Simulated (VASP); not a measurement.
# CaSi6 (P1) in VASP: notebook

Runs on CaSi6. Level: r2SCAN. Tasks: single point.

Program: VASP 6.6.1. These are calculated values, not measurements. Logs are shortened: lines on timing, memory, paths and dates and some standing lists are left out, and cuts for length are marked.

## (1) The cell of the first run

The typed cell holds 7 atoms: a = 5.011 Å, b = 4.943 Å, c = 4.973 Å, α = 88.84°, β = 89.21°, γ = 89.52°.

## (2) Single point, r2SCAN

File POSCAR:

```
CaSi6
1.0
    5.0106530800      0.0207245700      0.0342522700
    0.0207245700      4.9429204100      0.0499932100
    0.0342522700      0.0499932100      4.9722397000
Ca Si
1 6
Direct
    0.5116620000      0.4992190000      0.4841630000
    0.0390660000      0.0004240000      0.3011590000
    0.9785450000      0.9987590000      0.7120790000
    0.3320740000      0.9872510000      0.9911190000
    0.7296120000      0.9831670000      0.0395750000
    0.9852460000      0.2789280000      0.9938860000
    0.0187580000      0.7221500000      0.0312500000
```

File INCAR.step1:

```
ALGO = Normal
EDIFF = 1E-4
ENCUT = 520
GGA = PE
ISMEAR = 0
LASPH = True
LCHARG = False
LREAL = False
LWAVE = True
NBANDS = 26
NELM = 100
PREC = Accurate
SIGMA = 0.2629
```

File INCAR.step2:

```
ALGO = Normal
EDIFF = 1E-7
ENCUT = 520
ISIF = 2
ISMEAR = 0
ISTART = 1
LASPH = True
LCHARG = False
LMIXTAU = True
LREAL = False
LWAVE = False
METAGGA = R2SCAN
NBANDS = 26
NELM = 100
PREC = Accurate
SIGMA = 0.2629
```

File KPOINTS:

```
Automatic mesh
0
Gamma
  4 4 4
  0 0 0.5
```

Potentials or basis: VASP PAW PBE potentials, release 64 (Ca_sv, Si).

Command:

```console
> cat potpaw_PBE.64/Ca_sv/POTCAR potpaw_PBE.64/Si/POTCAR > POTCAR
> cp INCAR.step1 INCAR
> mpirun -np 1 vasp_std > vasp.out
> cp INCAR.step2 INCAR
> mpirun -np 1 vasp_std > vasp.out
```

OUTCAR:

```text
EDIFF = 1E-7
   ENCUT = 520
   ISIF = 2
   ISMEAR = 0
   ISTART = 1
   LASPH = True
   LREAL = False
   METAGGA = R2SCAN
   NELM = 100
   PREC = Accurate

 ion  position               nearest neighbor table
   1  0.512  0.499  0.484-
   2  0.039  0.000  0.301-   7 1.95   5 2.04   6 2.05   3 2.06   4 2.12   3 2.95
   3  0.979  0.999  0.712-   6 1.99   5 2.04   2 2.06   7 2.08   4 2.26   2 2.95
   4  0.332  0.987  0.991-   5 2.01   7 2.06   2 2.12   6 2.25   3 2.26   5 3.03
   5  0.730  0.983  0.040-   7 1.93   6 1.96   4 2.01   3 2.04   2 2.04   4 3.03
   6  0.985  0.279  0.994-   5 1.96   3 1.99   2 2.05   7 2.21   4 2.25   7 2.76
   7  0.019  0.722  0.031-   5 1.93   2 1.95   4 2.06   3 2.08   6 2.21   6 2.76

  LATTYP: Found a triclinic cell.
 ALAT       =     4.9726089906
 B/A-ratio  =     1.3957300958
 C/A-ratio  =     1.7318268900
 COS(alpha) =     0.0026179587
 COS(beta)  =     0.5810077854
 COS(gamma) =     0.7020874808

  Lattice vectors:

 A1 = (  -0.0342522700,  -0.0499932100,  -4.9722397000)
 A2 = (  -0.0135277000,   4.8929272000,  -4.9222464900)
 A3 = (   4.9556762400,  -4.9721890500,  -4.9879806400)

Analysis of symmetry for initial positions (statically):
=====================================================================
 Subroutine PRICEL returns:
 Original cell was already a primitive cell.

 Routine SETGRP: Setting up the symmetry group for a
 triclinic supercell.

 Subroutine GETGRP returns: Found  1 space group operations
 (whereof  1 operations were pure point group operations)
 out of a pool of  2 trial point group operations.

The static configuration has the point symmetry C_1 .

Analysis of symmetry for dynamics (positions and initial velocities):
=====================================================================
 Subroutine PRICEL returns:
 Original cell was already a primitive cell.

 Routine SETGRP: Setting up the symmetry group for a
 triclinic supercell.

 Subroutine GETGRP returns: Found  1 space group operations
 (whereof  1 operations were pure point group operations)
 out of a pool of  2 trial point group operations.

The dynamic configuration has the point symmetry C_1 .

 Subroutine INISYM returns: Found  1 space group operations
 (whereof  1 operations are pure point group operations),
 and found     1 'primitive' translations

----------------------------------------------------------------------------------------

                                     Primitive cell

  volume of cell :     123.1284

  direct lattice vectors                    reciprocal lattice vectors
     5.010653080  0.020724570  0.034252270     0.199587529 -0.000823004 -0.001366624
     0.020724570  4.942920410  0.049993210    -0.000823004  0.202333518 -0.002028686
     0.034252270  0.049993210  4.972239700    -0.001366624 -0.002028686  0.201146423

  length of vectors
     5.010813009  4.943216666  4.972608991     0.199593904  0.202345362  0.201161295

  position of ions in fractional coordinates (direct lattice)
     0.511662000  0.499219000  0.484163000
     0.039066000  0.000424000  0.301159000
     0.978545000  0.998759000  0.712079000
     0.332074000  0.987251000  0.991119000
     0.729612000  0.983167000  0.039575000
     0.985246000  0.278928000  0.993886000
     0.018758000  0.722150000  0.031250000

  ion indices of the primitive-cell ions
   primitive index   ion index
                 1           1
                 2           2
                 3           3
                 4           4
                 5           5
                 6           6
                 7           7

----------------------------------------------------------------------------------------

 KPOINTS: Automatic mesh

Automatic generation of k-mesh.
 Grid dimensions read from file:
 generate k-points for:    4    4    4

 Generating k-lattice:

  Cartesian coordinates                     Fractional coordinates (reciprocal lattice)
     0.049896882 -0.000205751 -0.000341656     0.250000000  0.000000000  0.000000000
    -0.000205751  0.050583380 -0.000507171    -0.000000000  0.250000000 -0.000000000
    -0.000341656 -0.000507171  0.050286606     0.000000000 -0.000000000  0.250000000

  Length of vectors
     0.049898476  0.050586340  0.050290324

  Shift w.r.t. Gamma in fractional coordinates (k-lattice)
     0.000000000  0.000000000  0.500000000

 Subroutine IBZKPT returns following result:
 ===========================================

 Found     32 irreducible k-points:

 Following reciprocal coordinates:
            Coordinates               Weight
 -0.000000  0.000000  0.125000      2.000000
  0.250000  0.000000  0.125000      2.000000
  0.500000  0.000000  0.125000      2.000000
 -0.250000  0.000000  0.125000      2.000000
 -0.000000  0.250000  0.125000      2.000000
  0.250000  0.250000  0.125000      2.000000
[... 16 lines left out ...]
  0.500000  0.250000  0.375000      2.000000
 -0.250000  0.250000  0.375000      2.000000
 [... further k-points ...]
   k-points           NKPTS =     32   k-points in BZ     NKDIM =     32   number of bands    NBANDS=     26
   number of dos      NEDOS =    301   number of ions     NIONS =      7
   total plane-waves  NPLWV =  64000
   dimension x,y,z NGX =    40 NGY =   40 NGZ =   40
   dimension x,y,z NGXF=    80 NGYF=   80 NGZF=   80
   ions per type =               1   6
   NGX,Y,Z   is equivalent  to a cutoff of  13.27, 13.45, 13.37 a.u.
   NGXF,Y,Z  is equivalent  to a cutoff of  26.54, 26.90, 26.75 a.u.
 SYSTEM =  unknown system
   PREC   = accura    normal or accurate (medium, high low for compatibility)
   ISTART =      1    job   : 0-new  1-cont  2-samecut
   ICHARG =      0    charge: 1-file 2-atom 10-const
   ISPIN  =      1    spin polarized calculation?
   LNONCOLLINEAR =      F non collinear calculations
   LSORBIT =      F    spin-orbit coupling
   LASPH  =      T    aspherical Exc in radial PAW
   ENCUT  =  520.0 eV  38.22 Ry    6.18 a.u.   9.32  9.19  9.25*2*pi/ulx,y,z
   NELM   =    100;   NELMIN=  2; NELMDL=  0     # of ELM steps
   EDIFF  = 0.1E-06   stopping-criterion for ELM
   LREAL  =      F    real-space projection
   EDIFFG = 0.1E-05   stopping-criterion for IOM
   NSW    =      0    number of steps for IOM
   IBRION =     -1    ionic relax: 0-MD 1-quasi-New 2-CG
   NFREE  =      0    steps in history (QN), initial steepest desc. (CG)
   ISIF   =      2    stress and relaxation
   ISYM   =      2    0-nonsym 1-usesym 2-fastsym
   POTIM  = 0.5000    time-step for ionic-motion
   TEBEG  =    0.0;   TEEND  =   0.0 temperature during run
   PSTRESS=    0.0 pullay stress
   NELECT =      34.0000    total number of electrons
   NUPDOWN=      -1.0000    fix difference up-down
   EMIN   =  10.00;   EMAX   =-10.00  energy-range for DOS
   EFERMI =   0.00;   METHOD = LEGACY
   ISMEAR =     0;   SIGMA  =   0.26  broadening in eV -4-tet -1-fermi 0-gaus
   EFERMI_NEDOS =   21; number of points for ismear=-14 and -15
   IALGO  =     38    algorithm
   IMIX   =      4    mixing-type and parameters
     AMIX     =   0.40;   BMIX     =  1.00
     AMIX_MAG =   1.60;   BMIX_MAG =  1.00
  volume/ion in A,a.u.               =      17.59       118.70
  Fermi-wavevector in a.u.,A,eV,Ry     =   1.066060  2.014562 15.462811  1.136485
  Thomas-Fermi vector in A             =   2.201632
   LORBIT       =      0    0 simple, 1 ext, 2 COOP (PROOUT), +10 PAW based schemes
   METAGGA = R2SCAN    functional components
   LHFCALC =     F    Hartree Fock is set to
   AEXX    =    0.0000 exact exchange contribution
   IVDW    =     0    specifies the selected vdW correction
   LEPSILON=     F    determine dielectric tensor
   LRPA    =     F    only Hartree local field effects (RPA)
 non-spin polarized calculation
 Gauss-broadening in eV      SIGMA  =   0.26
  energy-cutoff  :      520.00
  volume of cell :      123.13
 maximum number of plane-waves:      3332
 NGX is ok and might be reduce to    40
   NGX = 19   NGY = 19   NGZ = 19

 number of electron      33.9999999 magnetization

 Free energy of the ion-electron system (eV)
  ---------------------------------------------------
  ext. energy  EPLUGINS =         0.00000000
  ---------------------------------------------------
  free energy    TOTEN  =       -44.86148821 eV

  energy without entropy =      -44.71371237  energy(sigma->0) =      -44.78760029

 E-fermi :   7.9165     XC(G=0): -10.3367

 val. band max:        7.9158148770   @ k =   0.5000   0.2500   0.3750
 cond. band min:       7.9168497610   @ k =  -0.2500   0.2500   0.1250
 fundamental gap:      0.0010348840
 Fermi energy:         7.9164869244

 k-point     1 :      -0.0000    0.0000    0.1250
  band No.  band energies     occupation
      1     -36.4552      2.00000
      2     -16.5688      2.00000
      3     -16.5571      2.00000
      4     -16.5356      2.00000
      5     -10.2438      2.00000
      6      -3.3088      2.00000
[... 18 lines left out ...]
     25      10.7907      0.00000
     26      10.8928      0.00000

 k-point     2 :       0.2500    0.0000    0.1250
  band No.  band energies     occupation
      1     -36.4551      2.00000
      2     -16.5686      2.00000
      3     -16.5600      2.00000
      4     -16.5353      2.00000
      5     -10.1385      2.00000
      6      -4.1551      2.00000
[... 18 lines left out ...]
     25      11.0645      0.00000
     26      11.2135      0.00000

 k-point     3 :       0.5000    0.0000    0.1250
  band No.  band energies     occupation
      1     -36.4551      2.00000
      2     -16.5689      2.00000
      3     -16.5624      2.00000
      4     -16.5350      2.00000
      5     -10.0215      2.00000
      6      -4.8669      2.00000
[... 572 lines left out ...]
 k-point    23 :       0.5000    0.2500    0.3750
  band No.  band energies     occupation
      1     -36.4549      2.00000
      2     -16.5718      2.00000
      3     -16.5615      2.00000
      4     -16.5376      2.00000
      5      -9.7841      2.00000
      6      -4.7114      2.00000
[... 18 lines left out ...]
     25      10.9117      0.00000
     26      11.2357      0.00000

 k-point    24 :      -0.2500    0.2500    0.3750
  band No.  band energies     occupation
      1     -36.4550      2.00000
      2     -16.5722      2.00000
      3     -16.5590      2.00000
      4     -16.5380      2.00000
      5      -9.8977      2.00000
      6      -4.3910      2.00000
[... 18 lines left out ...]
     25      11.1453      0.00000
     26      11.3309      0.00000

 [... further k-points ...]
[... 5 lines left out ...]
  --------------------------------------------------------------------------------------
  -------------------------------------------------------------------------------------
  Total       45.1893126     39.6214609     44.2777949      1.3685153      3.1911326     -0.4825640
  in kB      588.0147373    515.5644455    576.1538391     17.8074664     41.5238231     -6.2792450
  external PRESSURE =     559.9110073 kB  Pullay stress =       0.0000000 kB

 VOLUME and BASIS-vectors are now :
 -----------------------------------------------------------------------------
  energy-cutoff  :      520.00
  volume of cell :      123.13
      direct lattice vectors                 reciprocal lattice vectors
     5.010653080  0.020724570  0.034252270     0.199587529 -0.000823004 -0.001366624
     0.020724570  4.942920410  0.049993210    -0.000823004  0.202333518 -0.002028686
     0.034252270  0.049993210  4.972239700    -0.001366624 -0.002028686  0.201146423

 POSITION                                       TOTAL-FORCE (eV/Angst)
 -----------------------------------------------------------------------------------
      2.59069      2.50241      2.44986        -0.045981     -0.026071     -0.033055
      0.20607      0.01796      1.49879         2.822770      2.413110     10.375363
      4.94824      4.99267      3.62408         0.564175     -1.367127     -8.401734
      1.71832      4.93633      4.98881         2.831156      1.567663     -2.397145
      3.67756      4.87682      0.27092       -11.318003     -0.263504      2.127707
      4.97655      1.44883      4.98953         2.638236     12.014365      0.136844
      0.11003      3.57148      0.19213         2.507646    -14.338437     -1.807981
 -----------------------------------------------------------------------------------
    total drift:                                0.000302      0.000226      0.000689

  FREE ENERGIE OF THE ION-ELECTRON SYSTEM (eV)
  ---------------------------------------------------
  free  energy   TOTEN  =       -44.8614882127 eV

  energy  without entropy=      -44.7137123672  energy(sigma->0) =      -44.78760029
```

Wall time 8 min (1 thread of AMD EPYC 7R13 (Zen 3), shared host); peak memory 0.27 GiB.

What came out:

| Property | Result |
| --- | --- |
| Free energy | -44.8615 eV |
| Pressure | 56.0 GPa |
| Largest force | 14.668 eV/Å |
| Band gap on the k mesh | zero (band 17 reaches 8.50 eV, above the bottom of band 18 at 7.20 eV) |

Forces on the atoms (eV/Å):
```
Ca   -0.046  -0.026  -0.033
Si    2.823   2.413  10.375
Si    0.564  -1.367  -8.402
Si    2.831   1.568  -2.397
Si  -11.318  -0.264   2.128
Si    2.638  12.014   0.137
Si    2.508 -14.338  -1.808
```

Stress tensor (GPa, compression positive):
```
58.80  1.78 -0.63
 1.78 51.56  4.15
-0.63  4.15 57.62
```

Caveat: the PAW data sets were made with another functional, which shifts forces and pressure a little.

## (3) Single point, r2SCAN

POSCAR is that of step 2.

File INCAR.step1:

```
SYSTEM = CaSi6
PREC     = Accurate       ! precision mode
ENCUT    = 520            ! plane-wave cutoff, eV
ISMEAR   = -5             ! smearing method
SIGMA    = 0.1            ! smearing width, eV
LREAL    = .FALSE.        ! projectors in reciprocal space
LASPH    = .TRUE.         ! aspherical terms in the spheres
NELM     = 100            ! most SCF steps
NBANDS   = 26             ! bands
GGA      = PE             ! functional
ALGO     = Normal         ! electronic algorithm
EDIFF    = 1E-4           ! SCF threshold, eV
LWAVE    = .TRUE.         ! write WAVECAR
LCHARG   = .FALSE.        ! write CHGCAR
```

File INCAR.step2:

```
SYSTEM = CaSi6
PREC     = Accurate       ! precision mode
ENCUT    = 520            ! plane-wave cutoff, eV
EDIFF    = 1E-6           ! SCF threshold, eV
ISMEAR   = -5             ! smearing method
SIGMA    = 0.1            ! smearing width, eV
LREAL    = .FALSE.        ! projectors in reciprocal space
LASPH    = .TRUE.         ! aspherical terms in the spheres
NELM     = 100            ! most SCF steps
ALGO     = Normal         ! electronic algorithm
ISIF     = 2              ! what is computed and relaxed
LWAVE    = .FALSE.        ! write WAVECAR
LCHARG   = .FALSE.        ! write CHGCAR
METAGGA  = R2SCAN         ! meta-GGA
LMIXTAU  = .TRUE.       
NBANDS   = 26             ! bands
ISTART   = 1
```

KPOINTS is that of step 2.

Potentials or basis: VASP PAW PBE potentials, release 64 (Ca_sv, Si).

Command:

```console
> cat potpaw_PBE.64/Ca_sv/POTCAR potpaw_PBE.64/Si/POTCAR > POTCAR
> cp INCAR.step1 INCAR
> mpirun -np 1 vasp_std > vasp.out
> cp INCAR.step2 INCAR
> mpirun -np 1 vasp_std > vasp.out
```

It took 6.4 min on 1 thread of AMD EPYC 7R13 (Zen 3), shared host; peak memory 0.27 GiB.

The run converged. Its results:

```yaml
Free_energy: -44.7875 eV
Pressure: 55.9 GPa
Largest_force: 14.694 eV/Å
Band_gap_on_the_k_mesh: zero (band 17 reaches 8.50 eV, above the bottom of band 18 at 7.21 eV)
```

Forces on the atoms (eV/Å):
```
Ca   -0.064  -0.029  -0.052
Si    2.881   2.352  10.195
Si    0.526  -1.314  -8.208
Si    2.957   1.495  -2.376
Si  -11.397  -0.215   2.089
Si    2.513  12.063   0.153
Si    2.584 -14.353  -1.801
```

Stress tensor (GPa, compression positive):
```
58.95  1.69 -0.43
 1.69 51.90  3.93
-0.43  3.93 56.99
```

Levels at points of the mesh, in eV from the Fermi level:
```
           k point  band 15  band 16  band 17  band 18  band 19  band 20
(0.00, 0.00, 0.12)    -1.35    -0.93    -0.44    -0.02     0.51     0.76
```

Caveat: the PAW data sets were made with another functional, which shifts forces and pressure a little; tetrahedron occupations give inexact forces and stress in metals.
